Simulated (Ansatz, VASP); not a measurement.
## KF in VASP and in Ansatz

```
CELL_PARAMETERS angstrom
0.00000 2.67185 2.67185
2.67185 0.00000 2.67185
2.67185 2.67185 0.00000
ATOMIC_POSITIONS crystal
K 0.92500 0.92500 0.07500
F 0.57500 0.57500 0.42500
```

Change from the starting cell: shortest bond scaled by 0.7, LAPW.

Alike in both runs: task single point; functional PBEsol; k mesh 8 × 8 × 8; occupations fermi-dirac, width 0.03 eV; no spin polarisation.

|  | VASP | Ansatz |
| --- | --- | --- |
| version | VASP 6.6.1 | Ansatz 0.2.0 |
| potentials or method | VASP PAW PBE potentials, release 64 (K_sv, F), cutoff 520 eV | all-electron LAPW, scalar-relativistic |

```tsv
	VASP	Ansatz	Ansatz less VASP
gap on the k mesh at the Fermi level (eV)	5.36	5.38	+0.016
pressure (GPa)	17.6	16.5	-1.13
traceless stress, the component that is largest in VASP (GPa)	36.93	34.58	-2.347
rms of the force components (eV/Å)	4.099	3.837	-0.2624
```

VASP's potentials were made for PBE, not for PBEsol. Atom by atom the forces differ by 0.262 eV/Å (rms over components). Ansatz ran all-electron here, and VASP with PAW potentials.
